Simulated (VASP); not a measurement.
A run of VASP 6.6.1:

INCAR

```
PREC     = Accurate       # precision mode
ENCUT    = 520            # plane-wave cutoff, eV
EDIFF    = 1E-7           # SCF threshold, eV
ISMEAR   = -1             # smearing method
SIGMA    = 0.1            # smearing width, eV
LREAL    = False          # projectors in reciprocal space
LASPH    = True           # aspherical terms in the spheres
NELM     = 80             # most SCF steps
ALGO     = Normal         # electronic algorithm
ISIF     = 2              # what is computed and relaxed
LWAVE    = False          # write WAVECAR
LCHARG   = False          # write CHGCAR
GGA      = PS             # functional
NBANDS   = 8              # bands
```

The input KPOINTS:

```
regular mesh
0
Gamma
  12 12 12
```

File POSCAR:

```
Sb
1.0
   -1.8657968255      1.8657968255      1.8657968255
    1.8657968255     -1.8657968255      1.8657968255
    1.8657968255      1.8657968255     -1.8657968255
Sb
1
Direct
    0.0000000000      0.0000000000      0.0000000000
```

Potentials or basis: VASP PAW PBE potentials, release 64 (Sb).

Launch:

```bash
$ cat potpaw_PBE.64/Sb/POTCAR > POTCAR
$ mpirun -np 1 vasp_std > vasp.out
```

Hardware: 1 thread of Intel Xeon 6975P-C (shared host).

Task: How long does it take, and how much memory?

Result: Run time: 4.8 s on 1 thread of Intel Xeon 6975P-C, with other jobs on the host, peak memory 0.14 GiB. Counts: scf iterations 9, k points 72.
